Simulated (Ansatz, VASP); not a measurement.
Two plane-wave programs on CaSe

```
Ca Se
1.0
     0.00000    3.03826    3.03826
     3.03826    0.00000    3.03826
     3.03826    3.03826    0.00000
Ca Se
1 1
Direct
  0.00000 0.00000 0.00000
  0.50000 0.50000 0.50000
```

Alike in both runs: task single point; functional PBE; k mesh 6 × 6 × 6; no spin polarisation.

|  | VASP | Ansatz |
| --- | --- | --- |
| version | VASP 6.6.1 | Ansatz 0.2.0 |
| potentials or method | VASP PAW PBE potentials, release 64 (Ca_sv, Se) | plane waves, PAW |
| plane-wave cutoff (eV) | 520 | 420 |
| occupations | gaussian, width 0.01 eV | fixed |
| valence electrons in the cell | 16 | 26 |

Ansatz gave:

```
gap on the k mesh at the Fermi level (eV) : 2.20
pressure (GPa)                            : -2.5
```

Q: Which values does VASP return?

A: gap on the k mesh at the Fermi level (eV): 2.19; pressure (GPa): -2.4.

VASP's potentials hold 16 valence electrons a cell and Ansatz's 26, so a difference there can come from the potentials and not from the codes.
